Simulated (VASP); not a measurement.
# NiNF3 (Pm-3m) in VASP: a series of runs

The runs below take NiNF3 through single point, with PBE+U.

Program: VASP 6.6.1. These are calculated values, not measurements. Logs are shortened: lines on timing, memory, paths and dates and some standing lists are left out, and cuts for length are marked.

### Step 1. The cell of the first run

It takes space group Pm-3m (No. 221, cubic). The conventional cell has a = 3.929 Å, b = 3.929 Å, c = 3.929 Å, α = 90.00°, β = 90.00°, γ = 90.00°. Within 2.6 Å of Ni (site symmetry m-3m) lie 6 F at 1.96 Å. N (site symmetry m-3m) has 12 F at 2.78 Å and 8 Ni at 3.40 Å within 3.7 Å. F (site symmetry 4/mmm) has 2 Ni at 1.96 Å within 2.6 Å.

### Step 2. Single point, PBE+U, collinear spin, ferromagnetic start

INCAR

```
ALGO = Normal ; EDIFF = 1E-6
ENCUT = 520 ; GGA = PE
ISIF = 2 ; ISMEAR = -1
ISPIN = 2 ; LASPH = T
LCHARG = F ; LDAU = T
LDAUJ = 0.9 0 0 ; LDAUL = 2 -1 -1
LDAUPRINT = 1 ; LDAUTYPE = 1
LDAUU = 5.9 0 0 ; LMAXMIX = 4
LORBIT = 11 ; LREAL = F
LWAVE = F ; MAGMOM = 1.5 0 0 0 0
NBANDS = 30 ; NELM = 150
PREC = Accurate ; SIGMA = 0.1
```

KPOINTS

```
k-points
0
Gamma
  7 7 7
```

POSCAR

```
NiNF3
1.0
    3.9288370000      0.0000000000      0.0000000000
    0.0000000000      3.9288370000      0.0000000000
    0.0000000000      0.0000000000      3.9288370000
Ni N F
1 1 3
Direct
    0.5000000000      0.5000000000      0.5000000000
    0.0000000000      0.0000000000      0.0000000000
    0.0000000000      0.5000000000      0.5000000000
    0.5000000000      0.5000000000      0.0000000000
    0.5000000000      0.0000000000      0.5000000000
```

Potentials or basis: VASP PAW PBE potentials, release 64 (Ni, N, F).

Run with:

```
$ cat potpaw_PBE.64/Ni/POTCAR potpaw_PBE.64/N/POTCAR potpaw_PBE.64/F/POTCAR > POTCAR
$ mpirun -np 1 vasp_std > vasp.out
```

OUTCAR:

```text
EDIFF = 1E-6
   ENCUT = 520
   GGA = PE
   ISIF = 2
   ISMEAR = -1
   ISPIN = 2
   LASPH = T
   LORBIT = 11
   LREAL = F
   NELM = 150
   PREC = Accurate

 ion  position               nearest neighbor table
   1  0.500  0.500  0.500-   3 1.96   4 1.96   5 1.96   4 1.96   5 1.96   3 1.96
   2  0.000  0.000  0.000-
   3  0.000  0.500  0.500-   1 1.96   1 1.96
   4  0.500  0.500  0.000-   1 1.96   1 1.96
   5  0.500  0.000  0.500-   1 1.96   1 1.96

  LATTYP: Found a simple cubic cell.
 ALAT       =     3.9288370000

  Lattice vectors:

 A1 = (   3.9288370000,   0.0000000000,   0.0000000000)
 A2 = (   0.0000000000,   3.9288370000,   0.0000000000)
 A3 = (   0.0000000000,   0.0000000000,   3.9288370000)

Analysis of symmetry for initial positions (statically):
=====================================================================
 Subroutine PRICEL returns:
 Original cell was already a primitive cell.

 Routine SETGRP: Setting up the symmetry group for a
 simple cubic supercell.

 Subroutine GETGRP returns: Found 48 space group operations
 (whereof 48 operations were pure point group operations)
 out of a pool of 48 trial point group operations.

The static configuration has the point symmetry O_h .

Analysis of symmetry for dynamics (positions and initial velocities):
=====================================================================
 Subroutine PRICEL returns:
 Original cell was already a primitive cell.

 Routine SETGRP: Setting up the symmetry group for a
 simple cubic supercell.

 Subroutine GETGRP returns: Found 48 space group operations
 (whereof 48 operations were pure point group operations)
 out of a pool of 48 trial point group operations.

The dynamic configuration has the point symmetry O_h .

Analysis of structural, dynamic, and magnetic symmetry:
=====================================================================
 Subroutine PRICEL returns:
 Original cell was already a primitive cell.

 Routine SETGRP: Setting up the symmetry group for a
 simple cubic supercell.

 Subroutine GETGRP returns: Found 48 space group operations
 (whereof 48 operations were pure point group operations)
 out of a pool of 48 trial point group operations.

The overall configuration has the point symmetry O_h .

 Subroutine INISYM returns: Found 48 space group operations
 (whereof 48 operations are pure point group operations),
 and found     1 'primitive' translations

----------------------------------------------------------------------------------------

                                     Primitive cell

  volume of cell :      60.6446

  direct lattice vectors                    reciprocal lattice vectors
     3.928837000  0.000000000  0.000000000     0.254528248  0.000000000  0.000000000
     0.000000000  3.928837000  0.000000000     0.000000000  0.254528248  0.000000000
     0.000000000  0.000000000  3.928837000     0.000000000  0.000000000  0.254528248

  length of vectors
     3.928837000  3.928837000  3.928837000     0.254528248  0.254528248  0.254528248

  position of ions in fractional coordinates (direct lattice)
     0.500000000  0.500000000  0.500000000
     0.000000000  0.000000000  0.000000000
     0.000000000  0.500000000  0.500000000
     0.500000000  0.500000000  0.000000000
     0.500000000  0.000000000  0.500000000

  ion indices of the primitive-cell ions
   primitive index   ion index
                 1           1
                 2           2
                 3           3
                 4           4
                 5           5

[... 84 lines left out ...]
   IMIX   =      4    mixing-type and parameters
     AMIX     =   0.40;   BMIX     =  1.00
     AMIX_MAG =   1.60;   BMIX_MAG =  1.00
  volume/ion in A,a.u.               =      12.13        81.85
  Fermi-wavevector in a.u.,A,eV,Ry     =   1.375873  2.600023 25.756186  1.893026
  Thomas-Fermi vector in A             =   2.501169
   LORBIT       =     11    0 simple, 1 ext, 2 COOP (PROOUT), +10 PAW based schemes
 LDA+U is selected, type is set to LDAUTYPE =  1
   angular momentum for each species LDAUL =     2   -1   -1
   U (eV)           for each species LDAUU =   5.9  0.0  0.0
   J (eV)           for each species LDAUJ =   0.9  0.0  0.0
   GGA     = PE    functional components
   LHFCALC =     F    Hartree Fock is set to
   AEXX    =    0.0000 exact exchange contribution
   IVDW    =     0    specifies the selected vdW correction
   LEPSILON=     F    determine dielectric tensor
   LRPA    =     F    only Hartree local field effects (RPA)
 spin polarized calculation
  energy-cutoff  :      520.00
  volume of cell :       60.64
 maximum number of plane-waves:      1647
 NGX is ok and might be reduce to    30
   NGX = 15   NGY = 15   NGZ = 15

atom =   1  type =  1  l = 2

 onsite density matrix

spin component  1

  0.9773 -0.0000 -0.0000 -0.0000 -0.0000
 -0.0000  0.9773  0.0000 -0.0000  0.0000
 -0.0000  0.0000  1.0429  0.0000  0.0000
 -0.0000 -0.0000  0.0000  0.9773 -0.0000
 -0.0000  0.0000  0.0000 -0.0000  1.0429

spin component  2

  0.9731 -0.0000  0.0000 -0.0000  0.0000
 -0.0000  0.9731 -0.0000 -0.0000  0.0000
  0.0000 -0.0000  0.1181 -0.0000  0.0000
 -0.0000 -0.0000 -0.0000  0.9731 -0.0000
  0.0000  0.0000  0.0000 -0.0000  0.1181

 occupancies and eigenvectors

  o =  0.1181  v =  0.0000  0.0000  0.0000  0.0000  0.0000  0.0000 -0.0000  1.0000 -0.0000 -0.0053      0.0000  0.0000  0.0000  0.0000  0.0000  0.0000  0.0000  0.0000  0.0000  0.0000
  o =  0.1181  v =  0.0000  0.0000  0.0000  0.0000  0.0000  0.0000 -0.0000 -0.0053  0.0000 -1.0000      0.0000  0.0000  0.0000  0.0000  0.0000  0.0000  0.0000  0.0000  0.0000  0.0000
  o =  0.9731  v =  0.0000  0.0000  0.0000  0.0000  0.0000  0.0000  0.6128  0.0000 -0.7902 -0.0000      0.0000  0.0000  0.0000  0.0000  0.0000  0.0000  0.0000  0.0000  0.0000  0.0000
  o =  0.9731  v =  0.0000  0.0000  0.0000  0.0000  0.0000  0.0000 -0.7902 -0.0000 -0.6128  0.0000      0.0000  0.0000  0.0000  0.0000  0.0000  0.0000  0.0000  0.0000  0.0000  0.0000
  o =  0.9731  v =  0.0000  0.0000  0.0000  0.0000  0.0000  1.0000  0.0000  0.0000  0.0000  0.0000      0.0000  0.0000  0.0000  0.0000  0.0000  0.0000  0.0000  0.0000  0.0000  0.0000
  o =  0.9773  v =  0.0000 -0.4084  0.0000  0.9128 -0.0000  0.0000  0.0000  0.0000  0.0000  0.0000      0.0000  0.0000  0.0000  0.0000  0.0000  0.0000  0.0000  0.0000  0.0000  0.0000
  o =  0.9773  v =  0.0000 -0.9128  0.0000 -0.4084  0.0000  0.0000  0.0000  0.0000  0.0000  0.0000      0.0000  0.0000  0.0000  0.0000  0.0000  0.0000  0.0000  0.0000  0.0000  0.0000
  o =  0.9773  v =  1.0000  0.0000  0.0000  0.0000  0.0000  0.0000  0.0000  0.0000  0.0000  0.0000      0.0000  0.0000  0.0000  0.0000  0.0000  0.0000  0.0000  0.0000  0.0000  0.0000
  o =  1.0429  v =  0.0000  0.0000  0.0039 -0.0000 -1.0000  0.0000  0.0000  0.0000  0.0000  0.0000      0.0000  0.0000  0.0000  0.0000  0.0000  0.0000  0.0000  0.0000  0.0000  0.0000
  o =  1.0429  v =  0.0000  0.0000  1.0000 -0.0000  0.0039  0.0000  0.0000  0.0000  0.0000  0.0000      0.0000  0.0000  0.0000  0.0000  0.0000  0.0000  0.0000  0.0000  0.0000  0.0000

 number of electron      35.9999978 magnetization       2.0202149

 Free energy of the ion-electron system (eV)
  ---------------------------------------------------
  ext. energy  EPLUGINS =         0.00000000
  ---------------------------------------------------
  free energy    TOTEN  =       -17.08779244 eV

  energy without entropy =      -16.85069115  energy(sigma->0) =      -16.96924180

 E-fermi :  -0.5237     XC(G=0):  -9.8622

 val. band max:       -0.5663486725   @ k =   0.4286   0.4286   0.1429
 cond. band min:      -0.5209925653   @ k =   0.4286   0.2857   0.2857
 fundamental gap:      0.0453561072
 Fermi energy:        -0.5236591834

 spin component 1

 k-point     1 :       0.0000    0.0000    0.0000
  band No.  band energies     occupation
      1     -22.2841      1.00000
      2     -21.6566      1.00000
      3     -21.6566      1.00000
      4     -12.4783      1.00000
      5      -5.0450      1.00000
      6      -5.0449      1.00000
[... 649 lines left out ...]
     29      16.6027      0.00000
     30      20.9993      0.00000
 Fermi energy:        -0.5236591834

 spin component 2

 k-point     1 :       0.0000    0.0000    0.0000
  band No.  band energies     occupation
      1     -22.1778      1.00000
      2     -21.3797      1.00000
      3     -21.3796      1.00000
      4     -12.4818      1.00000
      5      -4.6086      1.00000
      6      -4.6085      1.00000
[... 649 lines left out ...]
     29      16.5986      0.00000
     30      21.2622      0.00000

------------------------ aborting loop because EDIFF is reached ----------------------------------------

  FORCE on cell =-STRESS in cart. coord.  units (eV):
  Direction    XX          YY          ZZ          XY          YZ          ZX
  --------------------------------------------------------------------------------------
  -------------------------------------------------------------------------------------
  Total       -0.7725808     -0.7725808     -0.7725808     -0.0000000     -0.0000000      0.0000000
  in kB      -20.4109150    -20.4109150    -20.4109150     -0.0000000     -0.0000000      0.0000000
  external PRESSURE =     -20.4109150 kB  Pullay stress =       0.0000000 kB

 VOLUME and BASIS-vectors are now :
 -----------------------------------------------------------------------------
  energy-cutoff  :      520.00
  volume of cell :       60.64
      direct lattice vectors                 reciprocal lattice vectors
     3.928837000  0.000000000  0.000000000     0.254528248  0.000000000  0.000000000
     0.000000000  3.928837000  0.000000000     0.000000000  0.254528248  0.000000000
     0.000000000  0.000000000  3.928837000     0.000000000  0.000000000  0.254528248

 POSITION                                       TOTAL-FORCE (eV/Angst)
 -----------------------------------------------------------------------------------
      1.96442      1.96442      1.96442         0.000000      0.000000      0.000000
      0.00000      0.00000      0.00000         0.000000      0.000000      0.000000
      0.00000      1.96442      1.96442         0.000000      0.000000      0.000000
      1.96442      1.96442      0.00000         0.000000      0.000000      0.000000
      1.96442      0.00000      1.96442         0.000000      0.000000      0.000000
 -----------------------------------------------------------------------------------
    total drift:                                0.000000      0.000000     -0.000000

  FREE ENERGIE OF THE ION-ELECTRON SYSTEM (eV)
  ---------------------------------------------------
  free  energy   TOTEN  =       -17.0877924426 eV

  energy  without entropy=      -16.8506911485  energy(sigma->0) =      -16.96924180

 total charge

# of ion       s       p       d       tot
------------------------------------------
    1        0.305   0.421   8.147   8.872
    2        1.414   1.721   0.000   3.135
    3        1.741   4.296   0.000   6.037
    4        1.741   4.296   0.000   6.037
    5        1.741   4.296   0.000   6.037
--------------------------------------------------
tot          6.942  15.030   8.147  30.118

 magnetization (x)

# of ion       s       p       d       tot
------------------------------------------
    1        0.011   0.012   1.859   1.882
    2        0.000  -0.001   0.000  -0.001
    3        0.004   0.046   0.000   0.049
    4        0.004   0.046   0.000   0.049
    5        0.004   0.046   0.000   0.049
--------------------------------------------------
tot          0.022   0.148   1.859   2.029
```

Run time: 3.7 min. Hardware: 1 thread of AMD EPYC 7R43 (Zen 3), shared host; peak memory 0.18 GiB.

Results:

```yaml
Free_energy: -17.0878 eV
Pressure: -2.0 GPa
Band_gap_on_the_k_mesh: zero (filled and empty bands overlap)
Net_moment: 2.02 μB per cell
Site_moments: Ni +1.88; N -0.00; F +0.05 μB
Valence_electrons_inside_the_program's_atomic_spheres: Ni 8.87; N 3.13; F 6.04
```

Levels at points of the mesh, in eV from the Fermi level:
Spin up:
```csv
k point,band 17,band 18,band 19,band 20,band 21,band 22
"(0.00, 0.00, 0.00)",-1.88,-1.88,0.33,0.33,0.33,6.87
```
Spin down:
```
           k point  band 15  band 16  band 17  band 18  band 19  band 20
(0.00, 0.00, 0.00)    -1.81    -1.81     0.34     0.34     0.34     4.25
```

Eigenvalues of the final occupation matrices:
```tsv
site	spin	trace	eigenvalues
site 1 d	1	5.02	0.98 0.98 0.98 1.04 1.04
site 1 d	2	3.16	0.12 0.12 0.97 0.97 0.97
```

Caveat: a cell with one magnetic atom can't hold antiferromagnetic order, which such compounds often take. The state reached can hang on the start; a lower one may exist.

### Step 3. Single point, PBE+U, collinear spin, ferromagnetic start

INCAR

```
SYSTEM = NiNF3
PREC = Accurate
ENCUT = 520
EDIFF = 1E-6
ISMEAR = -1
SIGMA = 0.1
LREAL = .FALSE.
LASPH = .TRUE.
NELM = 150
ALGO = Normal
ISIF = 2
LWAVE = .FALSE.
LCHARG = .TRUE.
ISPIN = 2
MAGMOM = 1.5 0 0 0 0
LORBIT = 11
LMAXMIX = 4
LDAU = .TRUE.
LDAUTYPE = 1
LDAUL = 2 -1 -1
LDAUU = 5.9 0 0
LDAUJ = 0.9 0 0
LDAUPRINT = 1
GGA = PE
LELF = .TRUE.
LVHAR = .TRUE.
NBANDS = 30
```

KPOINTS

```
regular mesh
0
G
  7 7 7
  0 0 0
```

POSCAR is that of step 2.

Potentials or basis: VASP PAW PBE potentials, release 64 (Ni, N, F).

Run with:

```
$ cat potpaw_PBE.64/Ni/POTCAR potpaw_PBE.64/N/POTCAR potpaw_PBE.64/F/POTCAR > POTCAR
$ mpirun -np 1 vasp_std > vasp.out
```

It took 2.7 min on 1 thread of AMD EPYC 7R43 (Zen 3), shared host; peak memory 0.18 GiB.

Results (log left out):

```
Free energy                                           : -17.0878 eV
Pressure                                              : -2.0 GPa
Band gap on the k mesh                                : zero (filled and empty bands overlap)
Net moment                                            : 2.02 μB per cell
Site moments                                          : Ni +1.88; N -0.00; F +0.05 μB
Valence electrons inside the program's atomic spheres : Ni 8.87; N 3.13; F 6.04
```

Levels at points of the mesh, in eV from the Fermi level:
Spin up:
| k point | band 15 | band 16 | band 17 | band 18 | band 19 | band 20 | band 21 | band 22 | band 23 | band 24 |
| --- | --- | --- | --- | --- | --- | --- | --- | --- | --- | --- |
| (0.00, 0.00, 0.00) | -2.06 | -1.88 | -1.88 | -1.88 | 0.33 | 0.33 | 0.33 | 6.87 | 13.51 | 13.85 |
Spin down:
```csv
k point,band 15,band 16,band 17,band 18,band 19,band 20
"(0.00, 0.00, 0.00)",-1.81,-1.81,0.34,0.34,0.34,4.25
```

Eigenvalues of the final occupation matrices:
```
    site  spin  trace               eigenvalues
site 1 d     1   5.02  0.98 0.98 0.98 1.04 1.04
site 1 d     2   3.16  0.12 0.12 0.97 0.97 0.97
```

Caveat: a cell with one magnetic atom can't hold antiferromagnetic order, which such compounds often take. The state reached can hang on the start; a lower one may exist.
